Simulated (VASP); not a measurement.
# InP (F-43m) in VASP: a series of runs

Runs on InP. Level: PBE. Tasks: single point.

Everything below comes from runs of VASP 6.6.1. Logs are shortened: lines on timing, memory, paths and dates and some standing lists are left out, and cuts for length are marked.

## (1) The cell of the first run

It takes space group F-43m (No. 216, cubic). The conventional cell has a = 5.776 Å, b = 5.776 Å, c = 5.776 Å, α = 90.00°, β = 90.00°, γ = 90.00°. Within 3.3 Å of In (site symmetry -43m) lie 4 P at 2.50 Å. Within 3.3 Å of P (site symmetry -43m) lie 4 In at 2.50 Å.

## (2) Single point, PBE (volume scaled by 0.91)

Contents of INCAR:

```
SYSTEM = InP
PREC     = Accurate       ! precision mode
ENCUT    = 520            ! plane-wave cutoff, eV
EDIFF    = 1E-6           ! SCF threshold, eV
ISMEAR   = 0              ! smearing method
SIGMA    = 0.02           ! smearing width, eV
LREAL    = .False.        ! projectors in reciprocal space
LASPH    = .True.         ! aspherical terms in the spheres
NELM     = 80             ! most SCF steps
ALGO     = Normal         ! electronic algorithm
ISIF     = 2              ! what is computed and relaxed
LWAVE    = .False.        ! write WAVECAR
LCHARG   = .False.        ! write CHGCAR
GGA      = PE             ! functional
NBANDS   = 16             ! bands
```

Contents of KPOINTS:

```
Automatic mesh
0
Gamma
  10 10 10
  0 0 0
```

Contents of POSCAR:

```
InP
1.0
    0.0000000000      2.8878084306      2.8878084306
    2.8878084306      0.0000000000      2.8878084306
    2.8878084306      2.8878084306      0.0000000000
In P
1 1
Direct
    0.0000000000      0.0000000000      0.0000000000
    0.2500000000      0.2500000000      0.2500000000
```

Potentials or basis: VASP PAW PBE potentials, release 64 (In_d, P).

Started as:

```console
cat potpaw_PBE.64/In_d/POTCAR potpaw_PBE.64/P/POTCAR > POTCAR
mpirun -np 1 vasp_std > vasp.out
```

OUTCAR:

```text
SYSTEM = InP
   PREC = Accurate
   ENCUT = 520
   EDIFF = 1E-6
   ISMEAR = 0
   LREAL = .False.
   LASPH = .True.
   NELM = 80
   ISIF = 2
   GGA = PE

 ion  position               nearest neighbor table
   1  0.000  0.000  0.000-   2 2.50   2 2.50   2 2.50   2 2.50
   2  0.250  0.250  0.250-   1 2.50   1 2.50   1 2.50   1 2.50

  LATTYP: Found a face centered cubic cell.
 ALAT       =     5.7756168612

  Lattice vectors:

 A1 = (   0.0000000000,   2.8878084306,   2.8878084306)
 A2 = (   2.8878084306,   0.0000000000,   2.8878084306)
 A3 = (   2.8878084306,   2.8878084306,   0.0000000000)

Analysis of symmetry for initial positions (statically):
=====================================================================
 Subroutine PRICEL returns:
 Original cell was already a primitive cell.

 Routine SETGRP: Setting up the symmetry group for a
 face centered cubic supercell.

 Subroutine GETGRP returns: Found 24 space group operations
 (whereof 24 operations were pure point group operations)
 out of a pool of 48 trial point group operations.

The static configuration has the point symmetry T_d .

Analysis of symmetry for dynamics (positions and initial velocities):
=====================================================================
 Subroutine PRICEL returns:
 Original cell was already a primitive cell.

 Routine SETGRP: Setting up the symmetry group for a
 face centered cubic supercell.

 Subroutine GETGRP returns: Found 24 space group operations
 (whereof 24 operations were pure point group operations)
 out of a pool of 48 trial point group operations.

The dynamic configuration has the point symmetry T_d .

 Subroutine INISYM returns: Found 24 space group operations
 (whereof 24 operations are pure point group operations),
 and found     1 'primitive' translations

----------------------------------------------------------------------------------------

                                     Primitive cell

  volume of cell :      48.1654

  direct lattice vectors                    reciprocal lattice vectors
     0.000000000  2.887808431  2.887808431    -0.173141679  0.173141679  0.173141679
     2.887808431  0.000000000  2.887808431     0.173141679 -0.173141679  0.173141679
     2.887808431  2.887808431  0.000000000     0.173141679  0.173141679 -0.173141679
[... 74 lines left out ...]
 SYSTEM =  InP
   PREC   = accura    normal or accurate (medium, high low for compatibility)
   ISTART =      0    job   : 0-new  1-cont  2-samecut
   ICHARG =      2    charge: 1-file 2-atom 10-const
   ISPIN  =      1    spin polarized calculation?
   LNONCOLLINEAR =      F non collinear calculations
   LSORBIT =      F    spin-orbit coupling
   LASPH  =      T    aspherical Exc in radial PAW
   ENCUT  =  520.0 eV  38.22 Ry    6.18 a.u.   7.59  7.59  7.59*2*pi/ulx,y,z
   NELM   =     80;   NELMIN=  2; NELMDL= -5     # of ELM steps
   EDIFF  = 0.1E-05   stopping-criterion for ELM
   LREAL  =      F    real-space projection
   EDIFFG = 0.1E-04   stopping-criterion for IOM
   NSW    =      0    number of steps for IOM
   IBRION =     -1    ionic relax: 0-MD 1-quasi-New 2-CG
   NFREE  =      0    steps in history (QN), initial steepest desc. (CG)
   ISIF   =      2    stress and relaxation
   ISYM   =      2    0-nonsym 1-usesym 2-fastsym
   POTIM  = 0.5000    time-step for ionic-motion
   TEBEG  =    0.0;   TEEND  =   0.0 temperature during run
   PSTRESS=    0.0 pullay stress
   NELECT =      18.0000    total number of electrons
   NUPDOWN=      -1.0000    fix difference up-down
   EMIN   =  10.00;   EMAX   =-10.00  energy-range for DOS
   EFERMI =   0.00;   METHOD = LEGACY
   ISMEAR =     0;   SIGMA  =   0.02  broadening in eV -4-tet -1-fermi 0-gaus
   EFERMI_NEDOS =   21; number of points for ismear=-14 and -15
   IALGO  =     38    algorithm
   IMIX   =      4    mixing-type and parameters
     AMIX     =   0.40;   BMIX     =  1.00
     AMIX_MAG =   1.60;   BMIX_MAG =  1.00
  volume/ion in A,a.u.               =      24.08       162.52
  Fermi-wavevector in a.u.,A,eV,Ry     =   1.179200  2.228364 18.919057  1.390511
  Thomas-Fermi vector in A             =   2.315515
   LORBIT       =      0    0 simple, 1 ext, 2 COOP (PROOUT), +10 PAW based schemes
   GGA     = PE    functional components
   LHFCALC =     F    Hartree Fock is set to
   AEXX    =    0.0000 exact exchange contribution
   IVDW    =     0    specifies the selected vdW correction
   LEPSILON=     F    determine dielectric tensor
   LRPA    =     F    only Hartree local field effects (RPA)
 non-spin polarized calculation
 Gauss-broadening in eV      SIGMA  =   0.02
  energy-cutoff  :      520.00
  volume of cell :       48.17
 maximum number of plane-waves:      1315
   NGX = 15   NGY = 15   NGZ = 15

 number of electron      18.0000006 magnetization

 Free energy of the ion-electron system (eV)
  ---------------------------------------------------
  ext. energy  EPLUGINS =         0.00000000
  ---------------------------------------------------
  free energy    TOTEN  =        -8.31397822 eV

  energy without entropy =       -8.31397822  energy(sigma->0) =       -8.31397822

 E-fermi :   5.7810     XC(G=0):  -9.4805

 val. band max:        5.6829182519   @ k =   0.0000   0.0000   0.0000
 cond. band min:       6.6344356764   @ k =   0.0000   0.0000   0.0000
 fundamental gap:      0.9515174245
 Fermi energy:         5.7809518356

 k-point     1 :       0.0000    0.0000    0.0000
  band No.  band energies     occupation
      1      -8.5987      2.00000
      2      -8.5987      2.00000
      3      -8.5987      2.00000
      4      -8.4231      2.00000
      5      -8.4231      2.00000
      6      -6.1460      2.00000
[... 433 lines left out ...]
      3      -8.5058      2.00000
      4      -8.4655      2.00000
      5      -8.3920      2.00000
      6      -4.3485      2.00000
[... 8 lines left out ...]
     15      16.3556      0.00000
     16      18.7209      0.00000

 [... further k-points ...]
[... 5 lines left out ...]
  --------------------------------------------------------------------------------------
  -------------------------------------------------------------------------------------
  Total        2.0685355      2.0685355      2.0685355      0.0000000     -0.0000000      0.0000000
  in kB       68.8079204     68.8079204     68.8079204      0.0000000     -0.0000000      0.0000000
  external PRESSURE =      68.8079204 kB  Pullay stress =       0.0000000 kB

 VOLUME and BASIS-vectors are now :
 -----------------------------------------------------------------------------
  energy-cutoff  :      520.00
  volume of cell :       48.17
      direct lattice vectors                 reciprocal lattice vectors
     0.000000000  2.887808431  2.887808431    -0.173141679  0.173141679  0.173141679
     2.887808431  0.000000000  2.887808431     0.173141679 -0.173141679  0.173141679
     2.887808431  2.887808431  0.000000000     0.173141679  0.173141679 -0.173141679

 POSITION                                       TOTAL-FORCE (eV/Angst)
 -----------------------------------------------------------------------------------
      0.00000      0.00000      0.00000        -0.000000      0.000000      0.000000
      1.44390      1.44390      1.44390         0.000000      0.000000     -0.000000
 -----------------------------------------------------------------------------------
    total drift:                               -0.000000     -0.000000     -0.000000

  FREE ENERGIE OF THE ION-ELECTRON SYSTEM (eV)
  ---------------------------------------------------
  free  energy   TOTEN  =        -8.3139782222 eV

  energy  without entropy=       -8.3139782222  energy(sigma->0) =       -8.31397822
```

It took 16 s on 1 thread of Intel Xeon 6975P-C (Granite Rapids), shared host; peak memory 0.18 GiB.

Results:

```yaml
Free_energy: -8.3140 eV
Pressure: 6.9 GPa
Band_gap_on_the_k_mesh: 0.95 eV, direct
```

Caveat: the cell differs from its parent crystal (volume scaled by 0.91); spin-orbit coupling is left out, which moves the levels of the heavy elements.

## (3) Single point, PBE

This run uses another cell than the first one, of 25.17 Å³/atom, 1.045 times its volume.

Contents of INCAR:

```
  PREC = Accurate
  ENCUT = 520
  EDIFF = 1E-6
  ISMEAR = 0
  SIGMA = 0.02
  LREAL = False
  LASPH = True
  NELM = 100
  ALGO = Normal
  ISIF = 2
  LWAVE = False
  LCHARG = False
  GGA = PE
  NBANDS = 16
```

Contents of KPOINTS:

```
Automatic mesh
0
Gamma
  10 10 10
```

Contents of POSCAR:

```
InP
1.0
    0.0000000000      2.9305000000      2.9305000000
    2.9305000000      0.0000000000      2.9305000000
    2.9305000000      2.9305000000      0.0000000000
In P
1 1
Direct
    0.0000000000      0.0000000000      0.0000000000
    0.2500000000      0.2500000000      0.2500000000
```

Potentials or basis: VASP PAW PBE potentials, release 64 (In_d, P).

Started as:

```console
cat potpaw_PBE.64/In_d/POTCAR potpaw_PBE.64/P/POTCAR > POTCAR
mpirun -np 1 vasp_std > vasp.out
```

OUTCAR:

```text
PREC = Accurate
   ENCUT = 520
   EDIFF = 1E-6
   ISMEAR = 0
   LREAL = False
   LASPH = True
   NELM = 100
   ISIF = 2
   GGA = PE

 ion  position               nearest neighbor table
   1  0.000  0.000  0.000-   2 2.54   2 2.54   2 2.54   2 2.54
   2  0.250  0.250  0.250-   1 2.54   1 2.54   1 2.54   1 2.54

  LATTYP: Found a face centered cubic cell.
 ALAT       =     5.8610000000

  Lattice vectors:

 A1 = (   0.0000000000,   2.9305000000,   2.9305000000)
 A2 = (   2.9305000000,   0.0000000000,   2.9305000000)
[... 625 lines left out ...]
      4      -8.8798      2.00000
      5      -8.8180      2.00000
      6      -4.6588      2.00000
[... 8 lines left out ...]
     15      15.7970      0.00000
     16      17.9478      0.00000

 [... further k-points ...]
[... 5 lines left out ...]
  --------------------------------------------------------------------------------------
  -------------------------------------------------------------------------------------
  Total        1.0306864      1.0306864      1.0306864      0.0000000      0.0000000      0.0000000
  in kB       32.8081647     32.8081647     32.8081647      0.0000000      0.0000000      0.0000000
  external PRESSURE =      32.8081647 kB  Pullay stress =       0.0000000 kB

 VOLUME and BASIS-vectors are now :
 -----------------------------------------------------------------------------
  energy-cutoff  :      520.00
  volume of cell :       50.33
      direct lattice vectors                 reciprocal lattice vectors
     0.000000000  2.930500000  2.930500000    -0.170619348  0.170619348  0.170619348
     2.930500000  0.000000000  2.930500000     0.170619348 -0.170619348  0.170619348
     2.930500000  2.930500000  0.000000000     0.170619348  0.170619348 -0.170619348

 POSITION                                       TOTAL-FORCE (eV/Angst)
 -----------------------------------------------------------------------------------
      0.00000      0.00000      0.00000         0.000000      0.000000      0.000000
      1.46525      1.46525      1.46525        -0.000000     -0.000000     -0.000000
 -----------------------------------------------------------------------------------
    total drift:                               -0.000000     -0.000000     -0.000000

  FREE ENERGIE OF THE ION-ELECTRON SYSTEM (eV)
  ---------------------------------------------------
  free  energy   TOTEN  =        -8.3824744137 eV

  energy  without entropy=       -8.3824744137  energy(sigma->0) =       -8.38247441
```

Wall time 13 s (1 thread of Intel Xeon 6975P-C (Granite Rapids), shared host); peak memory 0.19 GiB.

Results:

```
Free energy            : -8.3825 eV
Pressure               : 3.3 GPa
Band gap on the k mesh : 0.71 eV, direct
```

Caveat: spin-orbit coupling is left out, which moves the levels of the heavy elements. A hybrid or GW would open this gap; PBE tends to underestimate it.
